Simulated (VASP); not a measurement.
The system is SnO2 (rutile type).

```
Sn O
1.0
     4.58216    0.00000    0.00000
     0.00000    4.58216    0.00000
     0.00000    0.00000    3.02422
Sn O
2 4
Direct
  0.00000 0.00000 0.00000
  0.50000 0.50000 0.50000
  0.30500 0.30500 0.00000
  0.69500 0.69500 0.00000
  0.80500 0.19500 0.50000
  0.19500 0.80500 0.50000
```

- Program: VASP 6.6.1
- Task: relaxation of cell and atoms
- Functional: PBE
- Potentials or basis: VASP PAW PBE potentials, release 64 (Sn_d, O)
- Cutoff: 600 eV
- k mesh: 7 × 7 × 11
- Occupations: fermi-dirac, width 0.05 eV
- Spin: no spin polarisation

At the start: pressure 48.6 GPa; volume 10.58 Å³/atom.

Problem. Where does the relaxation end?

Solution. Over 16 steps the energy falls by 265.6 meV/atom and the volume is 12.62 Å³/atom (+19.2 %); space group P4_2/mnm (No. 136, to 0.1 Å) before and after.

The path:
| step | energy change (eV) | largest force (eV/Å) | pressure (GPa) | volume (Å³) |
| --- | --- | --- | --- | --- |
| 1 | 0.0000 | 0.6360 | 48.63 | 63.50 |
| 2 | 0.8095 | 0.6706 | -25.24 | 97.75 |
| 3 | -1.5611 | 0.5319 | -1.88 | 76.21 |
| 4 | -1.5677 | 0.5025 | -0.20 | 75.50 |
| 5 | -1.5681 | 0.4916 | 0.42 | 75.25 |
| 6 | -1.5931 | 0.0877 | -0.11 | 75.68 |
| 7 | -1.5938 | 0.0066 | -0.15 | 75.77 |
| 8 | -1.5938 | 0.0017 | -0.17 | 75.78 |
| 9 | -1.5938 | 0.0141 | 0.15 | 75.65 |
| 10 | -1.5938 | 0.0086 | 0.00 | 75.72 |
| 11 | -1.5938 | 0.0083 | 0.02 | 75.72 |
| 12 | -1.5938 | 0.0055 | -0.08 | 75.75 |
| 13 | -1.5938 | 0.0077 | 0.00 | 75.73 |
| 14 | -1.5938 | 0.0071 | -0.01 | 75.73 |
| 15 | -1.5938 | 0.0077 | -0.04 | 75.73 |
| 16 | -1.5938 | 0.0009 | 0.01 | 75.71 |

Final structure:
```yaml
crystal:
  lattice:
    - [4.83229, 0.00000, 0.00000]
    - [0.00000, 4.83229, 0.00000]
    - [0.00000, 0.00000, 3.24221]
  atoms:
    - { symbol: Sn, position: [0.00000, 0.00000, 0.00000] }
    - { symbol: Sn, position: [0.50000, 0.50000, 0.50000] }
    - { symbol: O, position: [0.30655, 0.30655, 0.00000] }
    - { symbol: O, position: [0.69345, 0.69345, 0.00000] }
    - { symbol: O, position: [0.80655, 0.19345, 0.50000] }
    - { symbol: O, position: [0.19345, 0.80655, 0.50000] }
```

Caveat: the volume moved by over 15 % at a fixed basis, so the end points are rough.
